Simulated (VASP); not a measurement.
A run of VASP 6.6.1 is set up as follows.

Contents of INCAR:

```
PREC = Accurate
ENCUT = 600
EDIFF = 1E-6
ISMEAR = -1
SIGMA = 0.05
LREAL = F
LASPH = T
NELM = 120
ALGO = Normal
ISIF = 2
LWAVE = F
LCHARG = F
NBANDS = 16
GGA_COMPAT = F
```

Contents of KPOINTS:

```
regular mesh
0
Gamma
  17 17 17
```

POSCAR

```
NbN
1.0
    0.0000000000      2.1777971784      2.1777971784
    2.1777971784      0.0000000000      2.1777971784
    2.1777971784      2.1777971784      0.0000000000
Nb N
1 1
Direct
    0.0000000000      0.0000000000      0.0000000000
    0.5000000000      0.5000000000      0.5000000000
```

Potentials or basis: VASP PAW LDA potentials, release 64 (Nb_sv, N).

The run is started by

```bash
$ cat potpaw_LDA.64/Nb_sv/POTCAR potpaw_LDA.64/N/POTCAR > POTCAR
$ mpirun -np 1 vasp_std > vasp.out
```

(1) What does it give for the band gap on the k mesh?

(2) Predict the pressure.

Answers

(1) zero (bands 9 and 10 overlap by 3.62 eV).

(2) 0.0 GPa.
